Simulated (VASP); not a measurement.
# MnSi2H2 (C2/m) in VASP: single point with PBE

Aim: the single point of MnSi2H2 with PBE.

All numbers are computed with VASP 6.6.1; they aren't measurements. Logs are shortened: lines on timing, memory, paths and dates and some standing lists are left out, and cuts for length are marked.

## 1. The cell of the first run

Symmetry: C2/m, No. 12, monoclinic system. Conventional cell: a = 8.800 Å, b = 3.458 Å, c = 8.341 Å, α = 90.00°, β = 118.84°, γ = 90.00°. Si (site symmetry m) has 3 Mn at 1.97 to 2.02 Å and 1 Si at 2.31 Å and 5 H at 2.40 to 2.58 Å within 2.6 Å. Si (site symmetry m) has 1 Si at 2.08 Å and 1 Mn at 2.09 Å and 7 H at 2.41 to 2.65 Å within 2.8 Å. Within 2.7 Å of Mn (site symmetry m) lie 4 Si at 1.97 to 2.09 Å and 6 H at 2.51 to 2.69 Å and 2 Mn at 2.62 Å. H (site symmetry m) has 7 Si at 2.41 to 2.78 Å and 4 Mn at 2.51 to 2.59 Å and 5 H at 2.89 to 3.18 Å within 3.2 Å. Within 3.2 Å of H (site symmetry m) lie 6 Si at 2.40 to 2.65 Å and 2 Mn at 2.69 Å and 7 H at 2.92 to 3.18 Å.

## 2. Single point, PBE

INCAR

```
SYSTEM = MnSi2H2
PREC = Accurate
ENCUT = 520
EDIFF = 1E-6
ISMEAR = -1
SIGMA = 0.1
LREAL = .False.
LASPH = .True.
NELM = 100
ALGO = Normal
ISIF = 2
LWAVE = .False.
LCHARG = .False.
GGA = PE
NBANDS = 34
```

KPOINTS

```
regular mesh
0
Gamma
  6 6 6
  0 0 0
```

POSCAR

```
MnSi2H2
1.0
    0.0000000000      3.4577190000      0.0000000000
    4.3998100000     -1.7288600000      0.0000000000
   -0.3765280000      1.7288600000     -7.3062320000
Si Mn H
4 2 4
Direct
    0.3509000000      0.2650000000      0.5632000000
    0.6491000000      0.7350000000      0.4368000000
    0.4970000000      0.8706000000      0.8766000000
    0.5030000000      0.1294000000      0.1234000000
    0.2727000000      0.9178000000      0.3724000000
    0.7273000000      0.0822000000      0.6276000000
    0.9982500000      0.6704400000      0.6739400000
    0.0017500000      0.3295600000      0.3260600000
    0.1890400000      0.2697600000      0.8916800000
    0.8109600000      0.7302400000      0.1083200000
```

Potentials or basis: VASP PAW PBE potentials, release 64 (Si, Mn_pv, H).

Started as:

```bash
$ cat potpaw_PBE.64/Si/POTCAR potpaw_PBE.64/Mn_pv/POTCAR potpaw_PBE.64/H/POTCAR > POTCAR
$ mpirun -np 1 vasp_std > vasp.out
```

OUTCAR:

```text
SYSTEM = MnSi2H2
   PREC = Accurate
   ENCUT = 520
   EDIFF = 1E-6
   ISMEAR = -1
   LREAL = .False.
   LASPH = .True.
   NELM = 100
   ISIF = 2
   GGA = PE

 ion  position               nearest neighbor table
   1  0.351  0.265  0.563-   6 1.97   6 1.97   5 2.02   2 2.31   2 3.01   2 3.01
   2  0.649  0.735  0.437-   5 1.97   5 1.97   6 2.02   1 2.31   1 3.01   1 3.01
   3  0.497  0.871  0.877-   4 2.08   6 2.09
   4  0.503  0.129  0.123-   3 2.08   5 2.09
   5  0.273  0.918  0.372-   2 1.97   2 1.97   1 2.02   4 2.09   6 2.62   6 2.62
   6  0.727  0.082  0.628-   1 1.97   1 1.97   2 2.02   3 2.09   5 2.62   5 2.62
   7  0.998  0.670  0.674-
   8  0.002  0.330  0.326-
   9  0.189  0.270  0.892-
  10  0.811  0.730  0.108-

  LATTYP: Found a base centered monoclinic cell.
 ALAT       =     8.7996200000
 B/A-ratio  =     0.3929395815
 C/A-ratio  =     0.9478514785
 COS(beta)  =    -0.4823655287

  Lattice vectors:

 A1 = (  -4.3998100000,  -1.7288590000,   0.0000000000)
 A2 = (  -4.3998100000,   1.7288600000,   0.0000000000)
 A3 = (   4.0232820000,   0.0000000000,  -7.3062320000)

Analysis of symmetry for initial positions (statically):
=====================================================================
 Subroutine PRICEL returns:
 Original cell was already a primitive cell.

 Routine SETGRP: Setting up the symmetry group for a
 base centered monoclinic supercell.

 Subroutine GETGRP returns: Found  4 space group operations
 (whereof  4 operations were pure point group operations)
 out of a pool of  4 trial point group operations.

The static configuration has the point symmetry C_2h.

Analysis of symmetry for dynamics (positions and initial velocities):
=====================================================================
 Subroutine PRICEL returns:
 Original cell was already a primitive cell.

 Routine SETGRP: Setting up the symmetry group for a
 base centered monoclinic supercell.

 Subroutine GETGRP returns: Found  4 space group operations
 (whereof  4 operations were pure point group operations)
 out of a pool of  4 trial point group operations.

The dynamic configuration has the point symmetry C_2h.

 Subroutine INISYM returns: Found  4 space group operations
 (whereof  4 operations are pure point group operations),
 and found     1 'primitive' translations

[... 118 lines left out ...]
   POTIM  = 0.5000    time-step for ionic-motion
   TEBEG  =    0.0;   TEEND  =   0.0 temperature during run
   PSTRESS=    0.0 pullay stress
   NELECT =      46.0000    total number of electrons
   NUPDOWN=      -1.0000    fix difference up-down
   EMIN   =  10.00;   EMAX   =-10.00  energy-range for DOS
   EFERMI =   0.00;   METHOD = LEGACY
   ISMEAR =    -1;   SIGMA  =   0.10  broadening in eV -4-tet -1-fermi 0-gaus
   EFERMI_NEDOS =   21; number of points for ismear=-14 and -15
   IALGO  =     38    algorithm
   IMIX   =      4    mixing-type and parameters
     AMIX     =   0.40;   BMIX     =  1.00
     AMIX_MAG =   1.60;   BMIX_MAG =  1.00
  volume/ion in A,a.u.               =      11.12        75.01
  Fermi-wavevector in a.u.,A,eV,Ry     =   1.219987  2.305440 20.250469  1.488367
  Thomas-Fermi vector in A             =   2.355220
   LORBIT       =      0    0 simple, 1 ext, 2 COOP (PROOUT), +10 PAW based schemes
   GGA     = PE    functional components
   LHFCALC =     F    Hartree Fock is set to
   AEXX    =    0.0000 exact exchange contribution
   IVDW    =     0    specifies the selected vdW correction
   LEPSILON=     F    determine dielectric tensor
   LRPA    =     F    only Hartree local field effects (RPA)
 non-spin polarized calculation
  energy-cutoff  :      520.00
  volume of cell :      111.15
 maximum number of plane-waves:      3040
 NGX is ok and might be reduce to    28
   NGX = 13   NGY = 17   NGZ = 27

 number of electron      45.9999998 magnetization

 Free energy of the ion-electron system (eV)
  ---------------------------------------------------
  ext. energy  EPLUGINS =         0.00000000
  ---------------------------------------------------
  free energy    TOTEN  =       -38.90125532 eV

  energy without entropy =      -38.69318358  energy(sigma->0) =      -38.79721945

 E-fermi :   6.1704     XC(G=0): -10.5826

 val. band max:        6.1604474736   @ k =  -0.3333   0.5000   0.1667
 cond. band min:       6.1714366470   @ k =   0.5000   0.1667  -0.0000
 fundamental gap:      0.0109891734
 Fermi energy:         6.1704197359

 k-point     1 :       0.0000    0.0000    0.0000
  band No.  band energies     occupation
      1     -41.2203      2.00000
      2     -41.1490      2.00000
      3     -41.1468      2.00000
      4     -41.0349      2.00000
      5     -40.8716      2.00000
      6     -40.8209      2.00000
[... 877 lines left out ...]
     33      10.9379      0.00000
     34      11.2063      0.00000

 [... further k-points ...]

------------------------ aborting loop because EDIFF is reached ----------------------------------------

  FORCE on cell =-STRESS in cart. coord.  units (eV):
  Direction    XX          YY          ZZ          XY          YZ          ZX
  --------------------------------------------------------------------------------------
  -------------------------------------------------------------------------------------
  Total       17.0122672     23.4230952     22.8220735     -0.0000019     -0.0000013     -1.2292244
  in kB      245.2198944    337.6274803    328.9641752     -0.0000268     -0.0000186    -17.7184065
  external PRESSURE =     303.9371833 kB  Pullay stress =       0.0000000 kB

 VOLUME and BASIS-vectors are now :
 -----------------------------------------------------------------------------
  energy-cutoff  :      520.00
  volume of cell :      111.15
      direct lattice vectors                 reciprocal lattice vectors
     0.000000000  3.457719000  0.000000000     0.113641304  0.289208001  0.062578223
     4.399810000 -1.728860000  0.000000000     0.227282542  0.000000000 -0.011713047
    -0.376528000  1.728860000 -7.306232000     0.000000000  0.000000000 -0.136869456

 POSITION                                       TOTAL-FORCE (eV/Angst)
 -----------------------------------------------------------------------------------
      0.95389      1.72886     -4.11487         6.407782     -0.000001     -0.734766
      3.06939      1.72886     -3.19136        -6.407782      0.000001      0.734766
      3.50041      1.72886     -6.40464        -3.356278      0.000000      0.846915
      0.52287      1.72886     -0.90159         3.356278     -0.000000     -0.846915
      3.89793     -0.00000     -2.72084         0.109339     -0.000000      3.448331
      0.12536      3.45772     -4.58539        -0.109339      0.000000     -3.448331
      2.69605      3.45772     -4.92396        -0.061884      0.000000     -0.191594
      1.32723     -0.00000     -2.38227         0.061884     -0.000000      0.191594
      0.85115      1.72886     -6.51482        -0.123401      0.000000      0.093736
      3.17213      1.72886     -0.79141         0.123401     -0.000000     -0.093736
 -----------------------------------------------------------------------------------
    total drift:                               -0.000000     -0.000000      0.000000

  FREE ENERGIE OF THE ION-ELECTRON SYSTEM (eV)
  ---------------------------------------------------
  free  energy   TOTEN  =       -38.9012553232 eV

  energy  without entropy=      -38.6931835797  energy(sigma->0) =      -38.79721945
```

OSZICAR:

```text
N       E                     dE             d eps       ncg     rms          rms(c)
DAV:   1     0.373179296674E+03    0.37318E+03   -0.24058E+04  5056   0.135E+03
DAV:   2    -0.194449254911E+02   -0.39262E+03   -0.37336E+03  4768   0.356E+02
DAV:   3    -0.419270429745E+02   -0.22482E+02   -0.21454E+02  5526   0.951E+01
DAV:   4    -0.424875398347E+02   -0.56050E+00   -0.55518E+00  5264   0.142E+01
DAV:   5    -0.424970698752E+02   -0.95300E-02   -0.95257E-02  5386   0.213E+00    0.231E+01
DAV:   6    -0.401814374800E+02    0.23156E+01   -0.18216E+01  5342   0.344E+01    0.111E+01
DAV:   7    -0.418925011994E+02   -0.17111E+01   -0.24123E+01  5588   0.424E+01    0.201E+01
DAV:   8    -0.389512235428E+02    0.29413E+01   -0.69678E+00  5376   0.214E+01    0.448E+00
DAV:   9    -0.389019620931E+02    0.49261E-01   -0.55131E-01  5090   0.460E+00    0.124E+00
DAV:  10    -0.389014151243E+02    0.54697E-03   -0.32693E-02  5300   0.135E+00    0.461E-01
DAV:  11    -0.389012931453E+02    0.12198E-03   -0.44654E-03  5456   0.489E-01    0.148E-01
DAV:  12    -0.389012488739E+02    0.44271E-04   -0.43385E-04  5270   0.186E-01    0.747E-02
DAV:  13    -0.389012556805E+02   -0.68066E-05   -0.76196E-05  5098   0.652E-02    0.180E-02
DAV:  14    -0.389012553232E+02    0.35734E-06   -0.58514E-06  5400   0.219E-02
   1 F= -.38901255E+02 E0= -.38797219E+02  d E =-.208072E+00
```

stdout:

```text
POSCAR found type information on POSCAR SiMnH
 POSCAR found :  3 types and      10 ions
 scaLAPACK will be used
 LDA part: xc-table for (Slater+PW92), standard interpolation
 POSCAR, INCAR and KPOINTS ok, starting setup
 FFT: planning ... GRIDC
 FFT: planning ... GRID_SOFT
 FFT: planning ... GRID
 WAVECAR not read
 entering main loop
```

It took 3.4 min on 1 thread of Intel Xeon Platinum 8259CL at 2.50GHz (Skylake/Cascade Lake), shared host; peak memory 0.36 GiB.

Results:

| Quantity | Value |
| --- | --- |
| Free energy | -38.9013 eV |
| Pressure | 30.4 GPa |
| Largest force | 6.450 eV/Å |
| Band gap on the k mesh | zero (bands 23 and 24 overlap by 0.74 eV) |

Forces in eV/Å, atoms in the order of the input:
```
Si   6.408  0.000 -0.735
Si  -6.408  0.000  0.735
Si  -3.356  0.000  0.847
Si   3.356  0.000 -0.847
Mn   0.109  0.000  3.448
Mn  -0.109  0.000 -3.448
H   -0.062  0.000 -0.192
H    0.062  0.000  0.192
H   -0.123  0.000  0.094
H    0.123  0.000 -0.094
```

Caveat: the cell stands under pressure; the run has no spin polarisation, though such a crystal can be magnetic; forces of over 1 eV/Å act on the atoms, so gaps and moduli don't describe the material at rest. Spin polarisation is off, so any magnetic state and its effect on volume and gap are missing.
